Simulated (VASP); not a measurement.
# TePb2S (P4/mmm) in VASP: further runs, part 2 of 2

VASP 6.6.1.

**3. Single point, LDA**

This run uses another cell than the first one, of 30.09 Å³/atom.

File INCAR:

```
SYSTEM = TePb2S
PREC = Accurate ; ENCUT = 500
EDIFF = 1E-6 ; ISMEAR = 0
SIGMA = 0.01 ; LREAL = .False.
LASPH = .True. ; NELM = 120
ALGO = Normal ; ISIF = 2
LWAVE = .False. ; LCHARG = .False.
GGA = CA ; NBANDS = 28
GGA_COMPAT = .False.
```

File KPOINTS:

```
Automatic mesh
0
Gamma
  4 4 4
  0 0 0
```

File POSCAR:

```
TePb2S
1.0
    4.3934898273      0.0000000000      0.0000000000
    0.0000000000      4.3934898273      0.0000000000
    0.0000000000      0.0000000000      6.2358800906
Te Pb S
1 2 1
Direct
    0.5000000000      0.5000000000      0.0000000000
    0.0000000000      0.0000000000      0.0000000000
    0.5000000000      0.5000000000      0.5000000000
    0.0000000000      0.0000000000      0.5000000000
```

Potentials or basis: VASP PAW LDA potentials, release 64 (Te, Pb_d, S).

Launch:

```
$ cat potpaw_LDA.64/Te/POTCAR potpaw_LDA.64/Pb_d/POTCAR potpaw_LDA.64/S/POTCAR > POTCAR
$ mpirun -np 1 vasp_std > vasp.out
```

OUTCAR:

```text
SYSTEM = TePb2S
   PREC = Accurate
   ENCUT = 500
   EDIFF = 1E-6
   ISMEAR = 0
   LREAL = .False.
   LASPH = .True.
   NELM = 120
   ISIF = 2
   GGA = CA

 ion  position               nearest neighbor table
   1  0.500  0.500  0.000-   2 3.11   2 3.11   2 3.11   2 3.11   3 3.12   3 3.12
   2  0.000  0.000  0.000-   1 3.11   1 3.11   1 3.11   1 3.11   4 3.12   4 3.12
   3  0.500  0.500  0.500-   4 3.11   4 3.11   4 3.11   4 3.11   1 3.12   1 3.12
   4  0.000  0.000  0.500-   3 3.11   3 3.11   3 3.11   3 3.11   2 3.12   2 3.12

  LATTYP: Found a simple tetragonal cell.
 ALAT       =     4.3934898273
 C/A-ratio  =     1.4193455171

  Lattice vectors:

 A1 = (   4.3934898273,   0.0000000000,   0.0000000000)
 A2 = (   0.0000000000,   4.3934898273,   0.0000000000)
 A3 = (   0.0000000000,   0.0000000000,   6.2358800906)

Analysis of symmetry for initial positions (statically):
=====================================================================
 Subroutine PRICEL returns:
 Original cell was already a primitive cell.

 Routine SETGRP: Setting up the symmetry group for a
 simple tetragonal supercell.

 Subroutine GETGRP returns: Found 16 space group operations
[... 162 lines left out ...]
 E-fermi :   5.4866     XC(G=0):  -9.7480

 val. band max:        5.4324359056   @ k =   0.5000   0.0000   0.5000
 cond. band min:       5.5312320475   @ k =   0.5000   0.0000   0.5000
 fundamental gap:      0.0987961419
 Fermi energy:         5.4865807341

 k-point     1 :       0.0000    0.0000    0.0000
  band No.  band energies     occupation
      1     -11.4365      2.00000
      2     -11.4058      2.00000
      3     -11.3985      2.00000
      4     -11.3479      2.00000
      5     -11.3479      2.00000
      6     -11.3316      2.00000
[... 547 lines left out ...]
     27      12.5853      0.00000
     28      12.5853      0.00000

------------------------ aborting loop because EDIFF is reached ----------------------------------------

  FORCE on cell =-STRESS in cart. coord.  units (eV):
  Direction    XX          YY          ZZ          XY          YZ          ZX
  --------------------------------------------------------------------------------------
  -------------------------------------------------------------------------------------
  Total       -1.5171184     -1.5171184     -1.5635788      0.0000000     -0.0000000      0.0000000
  in kB      -20.1935675    -20.1935675    -20.8119781      0.0000000     -0.0000000      0.0000000
  external PRESSURE =     -20.3997044 kB  Pullay stress =       0.0000000 kB

 VOLUME and BASIS-vectors are now :
 -----------------------------------------------------------------------------
  energy-cutoff  :      500.00
  volume of cell :      120.37
      direct lattice vectors                 reciprocal lattice vectors
     4.393489827  0.000000000  0.000000000     0.227609495  0.000000000  0.000000000
     0.000000000  4.393489827  0.000000000     0.000000000  0.227609495  0.000000000
     0.000000000  0.000000000  6.235880091     0.000000000  0.000000000  0.160362288

 POSITION                                       TOTAL-FORCE (eV/Angst)
 -----------------------------------------------------------------------------------
      2.19674      2.19674      0.00000         0.000000      0.000000      0.000000
      0.00000      0.00000      0.00000         0.000000      0.000000      0.000000
      2.19674      2.19674      3.11794         0.000000      0.000000      0.000000
      0.00000      0.00000      3.11794         0.000000      0.000000      0.000000
 -----------------------------------------------------------------------------------
    total drift:                                0.000000      0.000000     -0.000000

  FREE ENERGIE OF THE ION-ELECTRON SYSTEM (eV)
  ---------------------------------------------------
  free  energy   TOTEN  =       -18.3700618002 eV

  energy  without entropy=      -18.3700618002  energy(sigma->0) =      -18.37006180
```

stdout:

```text
POSCAR found type information on POSCAR TePbS
 POSCAR found :  3 types and       4 ions
 scaLAPACK will be used
 LDA part: xc-table for (Slater(with rela. corr.)+CA(PZ))
 , standard interpolation
 POSCAR, INCAR and KPOINTS ok, starting setup
 FFT: planning ... GRIDC
 FFT: planning ... GRID_SOFT
 FFT: planning ... GRID
 WAVECAR not read
 entering main loop
```

Wall time 75 s (1 thread of Intel Xeon 8259CL, shared host); peak memory 0.21 GiB.

Results:

```
Free energy            : -18.3701 eV
Pressure               : -2.0 GPa
Band gap on the k mesh : 0.10 eV
```

Levels at points of the mesh, in eV from the valence-band top:
```csv
k point,band 16,band 17,band 18,band 19,band 20,band 21,band 22,band 23,band 24,band 25
"(0.00, 0.00, 0.00)",-3.09,-3.09,-1.71,-1.71,-1.67,3.39,4.05,4.29,4.29,5.48
"(0.50, 0.00, 0.00)",-3.13,-1.52,-1.28,-0.91,-0.57,1.40,1.54,1.55,2.35,3.44
"(0.50, 0.50, 0.00)",-4.91,-3.25,-3.02,-3.02,-2.86,3.46,3.46,4.50,4.70,4.70
"(0.00, 0.00, 0.50)",-2.59,-2.30,-2.30,-1.68,-1.51,2.18,2.65,3.86,4.14,4.14
"(0.50, 0.00, 0.50)",-1.37,-1.23,-1.09,-0.05,0.00,0.10,0.83,1.19,1.22,1.75
"(0.50, 0.50, 0.50)",-4.48,-3.70,-3.70,-0.97,-0.32,1.62,1.85,3.93,3.93,5.86
```

Caveat: spin-orbit coupling is left out, which moves the levels of the heavy elements.

**4. Single point, LDA**

This run uses another cell than the first one, of 30.94 Å³/atom.

File INCAR:

```
SYSTEM = TePb2S
  PREC = Accurate
  ENCUT = 500
  EDIFF = 1E-6
  ISMEAR = 0
  SIGMA = 0.01
  LREAL = .False.
  LASPH = .True.
  NELM = 120
  ALGO = Normal
  ISIF = 2
  LWAVE = .False.
  LCHARG = .False.
  GGA = CA
  NBANDS = 28
  GGA_COMPAT = .False.
```

File KPOINTS:

```
regular mesh
0
Gamma
  4 4 4
  0 0 0
```

File POSCAR:

```
TePb2S
1.0
    4.4343618471      0.0000000000      0.0000000000
    0.0000000000      4.4343618471      0.0000000000
    0.0000000000      0.0000000000      6.2938916087
Te Pb S
1 2 1
Direct
    0.5000000000      0.5000000000      0.0000000000
    0.0000000000      0.0000000000      0.0000000000
    0.5000000000      0.5000000000      0.5000000000
    0.0000000000      0.0000000000      0.5000000000
```

Launch:

```
$ cat potpaw_LDA.64/Te/POTCAR potpaw_LDA.64/Pb_d/POTCAR potpaw_LDA.64/S/POTCAR > POTCAR
$ mpirun -np 1 vasp_std > vasp.out
```

It took 72 s on 1 thread of Intel Xeon 8259CL, shared host; peak memory 0.21 GiB.

The run converged. Its results:

* Free energy: -18.3153 eV
* Pressure: -3.1 GPa
* Band gap on the k mesh: 0.01 eV

Stress tensor (GPa, compression positive):
```
-3.11  0.00  0.00
 0.00 -3.11  0.00
 0.00  0.00 -3.22
```

Levels at points of the mesh, in eV from the valence-band top:
| k point | band 18 | band 19 | band 20 | band 21 | band 22 | band 23 |
| --- | --- | --- | --- | --- | --- | --- |
| (0.00, 0.00, 0.00) | -1.66 | -1.66 | -1.63 | 3.43 | 3.94 | 4.16 |
| (0.50, 0.00, 0.00) | -1.26 | -0.93 | -0.60 | 1.34 | 1.46 | 1.52 |
| (0.50, 0.50, 0.00) | -2.93 | -2.93 | -2.77 | 3.50 | 3.50 | 4.37 |
| (0.00, 0.00, 0.50) | -2.24 | -1.65 | -1.51 | 2.08 | 2.55 | 3.90 |
| (0.50, 0.00, 0.50) | -1.08 | -0.14 | 0.00 | 0.01 | 0.80 | 1.18 |
| (0.50, 0.50, 0.50) | -3.59 | -0.97 | -0.37 | 1.59 | 1.78 | 3.85 |

Caveat: the cell stands under tension; spin-orbit coupling is left out, which moves the levels of the heavy elements. A k mesh can miss the band edges.

**5. The runs side by side**

| cell | gap on the mesh (eV) | pressure (GPa) |
| --- | --- | --- |
| a = 4.352, b = 4.352, c = 6.177 Å, 4 atoms | 0.16 | -0.7 |
| a = 4.393, b = 4.393, c = 6.236 Å, 4 atoms | 0.10 | -2.0 |
| a = 4.434, b = 4.434, c = 6.294 Å, 4 atoms | 0.01 | -3.1 |

Alike in all rows: task single point; level LDA; potentials or basis VASP PAW LDA potentials, release 64 (Te, Pb_d, S); no spin polarisation; k mesh 4 × 4 × 4; cutoff (eV) 500; smearing gaussian 0.01 eV.

Caveats: spin-orbit coupling is left out, which moves the levels of the heavy elements; the cell stands under tension (at least some runs).

Absolute energies hang on the potentials; compare differences alone.
